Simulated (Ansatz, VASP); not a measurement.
**One calculation of MgSe, two programs**

File POSCAR:

```
MgSe
1.0
    0.0000000000      2.7254991651      2.7254991651
    2.7254991651      0.0000000000      2.7254991651
    2.7254991651      2.7254991651      0.0000000000
Mg Se
1 1
Direct
    0.0000000000      0.0000000000      0.0000000000
    0.5000000000      0.5000000000      0.5000000000
```

File INCAR.step1:

```
SYSTEM = MgSe
  PREC = Accurate
  ENCUT = 520
  EDIFF = 1E-5
  ISMEAR = 0
  SIGMA = 0.05
  LREAL = .FALSE.
  LASPH = .TRUE.
  NELM = 120
  ALGO = Normal
  ISIF = 2
  LWAVE = .TRUE.
  LCHARG = .FALSE.
  GGA = PE
  NBANDS = 11
  GGA_COMPAT = .FALSE.
```

Contents of INCAR.step2:

```
SYSTEM = MgSe
  PREC = Accurate
  ENCUT = 520
  EDIFF = 1E-6
  ISMEAR = 0
  SIGMA = 0.05
  LREAL = .FALSE.
  LASPH = .TRUE.
  NELM = 120
  ALGO = Normal
  ISIF = 2
  LWAVE = .FALSE.
  LCHARG = .FALSE.
  GGA = PE
  LHFCALC = .TRUE.
  AEXX = 0.05
  PRECFOCK = Normal
  ISTART = 1
  NBANDS = 11
  GGA_COMPAT = .FALSE.
```

File KPOINTS:

```
regular mesh
0
G
  4 4 4
  0 0 0
```

Input for Ansatz:

```yaml
crystal:
  lattice:
    - [0.0, 2.7254991651, 2.7254991651]
    - [2.7254991651, 0.0, 2.7254991651]
    - [2.7254991651, 2.7254991651, 0.0]
  atoms:
    - { symbol: Mg, position: [0.0, 0.0, 0.0] }
    - { symbol: Se, position: [0.5, 0.5, 0.5] }
basis:
  ecutwfc: 420
  ecutrho_ratio: 4
kpoints:
  mp_grid: { grid: [4, 4, 4] }
hamiltonian:
  xc: { exchange: pbe, correlation: pbe, exx: { coeff: 0.05 } }
scf:
  occupations: { method: gaussian, width: 0.05 }
  n_extra_bands: 9
output:
  forces: true
  stress: true
  eigenvalues: true
  populations: true
  dos: { projected: true, de: 0.02 }
```

Alike in both runs: task single point; functional PBE-based global hybrid; k mesh 4 × 4 × 4; occupations gaussian, width 0.05 eV; no spin polarisation.

```csv
,VASP,Ansatz
version,VASP 6.6.1,Ansatz 0.2.0
potentials or method,"VASP PAW PBE potentials, release 64 (Mg, Se), cutoff 520 eV","scalar-relativistic, plane waves, PAW"
valence electrons in the cell,8,26
```

```tsv
	VASP	Ansatz	Ansatz less VASP
gap on the k mesh at the Fermi level (eV)	2.09	2.10	+0.016
least direct gap on the mesh (eV)	2.93	2.93	+0.004
pressure (GPa)	2.0	2.1	+0.18
```

VASP's potentials were made for PBE, not for PBE-based global hybrid. VASP's potentials hold 8 valence electrons a cell and Ansatz's 26, so a difference there can come from the potentials and not from the codes. Ansatz's warnings: stress exchange threshold loose, stress scf threshold loose.

The k mesh is coarse, so the values compare programs but aren't converged.
